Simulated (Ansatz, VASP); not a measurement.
# Two plane-wave programs on Ir

```
CELL_PARAMETERS angstrom
0.00000 2.82879 2.82879
2.82879 0.00000 2.82879
2.82879 2.82879 0.00000
ATOMIC_POSITIONS crystal
Ir 0.12500 0.12500 0.12500
Ir 0.87500 0.87500 0.87500
```

Alike in both runs: task single point; functional BLYP; k mesh 11 × 11 × 11; occupations fermi-dirac, width 0.1 eV; no spin polarisation.

```csv
,VASP,Ansatz
version,VASP 6.6.1,Ansatz 0.2.0
potentials or method,"VASP PAW PBE potentials, release 64 (Ir), cutoff 520 eV","plane waves (420 eV) with PAW, scalar-relativistic"
valence electrons in the cell,18,34
```

VASP gave:

* pressure (GPa): 0.8

What did Ansatz give for the same quantities?

Pressure (GPa): 0.0.

VASP's potentials were made for PBE, not for BLYP. With one functional, cell and mesh, what is left measures potentials, basis and numerics. VASP's potentials hold 18 valence electrons a cell and Ansatz's 34, so a difference there can come from the potentials and not from the codes.

Spin-orbit coupling is off throughout.
